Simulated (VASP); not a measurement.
A run of VASP 6.6.1 is set up as follows.

Contents of INCAR:

```
  PREC = Accurate
  ENCUT = 520
  EDIFF = 1E-6
  ISMEAR = -1
  SIGMA = 0.3275
  LREAL = Auto
  LASPH = T
  NELM = 60
  ALGO = Normal
  ISIF = 2
  LWAVE = F
  LCHARG = F
  GGA = PS
  ISYM = 0
  NBANDS = 76
```

Contents of KPOINTS:

```
regular mesh
0
Gamma
  1 1 1
```

Contents of POSCAR:

```
AlGa3N4
1.0
    5.8442820000      0.0295190000      0.0072460000
    0.0295190000      5.8328170000      0.1297100000
    0.0072460000      0.1297100000      5.8621710000
Al Ga N
2 6 8
Direct
    0.9977189926      0.6009100979      1.0178837293
    0.2217819298      0.9620256048      0.1573041160
    0.4230669588      0.2874920276      0.7274234863
    0.7878727523      0.0599554154      1.1233275619
    0.4822009768      0.8260701802      0.8004064379
    0.5791606469      0.8003980667      0.3621178517
    0.5071359327      0.3220881193      0.2548824050
   -0.0983107183      0.6292709670      0.5826816758
    0.9199575076      0.0792296382      0.4823513527
    0.3723389111      0.0039091605      0.5357452000
    0.4894901923      1.0637103603     -0.0331750331
    1.1109984475      0.8238867309      0.8932457544
    0.0692270119      1.2928360169      1.1143519391
    0.9243181056      0.2743913098      0.4465327085
    0.3195787189      0.6643088025      0.2331098560
    0.6650571260      0.4700814694      0.7993754752
```

Potentials or basis: VASP PAW PBE potentials, release 64 (Al, Ga_d, N).

Command:

```sh
$ cat potpaw_PBE.64/Al/POTCAR potpaw_PBE.64/Ga_d/POTCAR potpaw_PBE.64/N/POTCAR > POTCAR
$ mpirun -np 1 vasp_gam > vasp.out
```

Task: Estimate the pressure.

Result: 7.4 GPa.

Task: Estimate the largest force.

Result: 8.254 eV/Å.

Forces on the atoms (eV/Å):
```
Al  -2.019 -7.142  3.611
Al   0.163  1.906 -0.209
Ga  -1.084 -0.025 -0.816
Ga   1.491  0.506 -2.304
Ga  -1.036 -5.292 -1.781
Ga   0.638 -1.575  0.343
Ga  -1.889  3.373  0.275
Ga   0.033 -0.608  0.179
N   -0.162  1.076  0.700
N   -0.059  0.247 -1.128
N    1.062  2.430  2.968
N    0.279  4.604 -4.370
N   -0.121 -1.314 -0.019
N    0.918 -0.171  1.927
N    0.530 -1.761  0.760
N    1.257  3.748 -0.138
```

Caveat: the k points lie up to 1.08 Å⁻¹ apart, too coarse for converged energies, forces and pressures; the standard files for N, O and F lose accuracy on very short bonds; the atoms stand as in a frame of molecular dynamics; so wide a smearing shifts energies and pressures; the PAW data sets were made with another functional, which shifts forces and pressure a little.
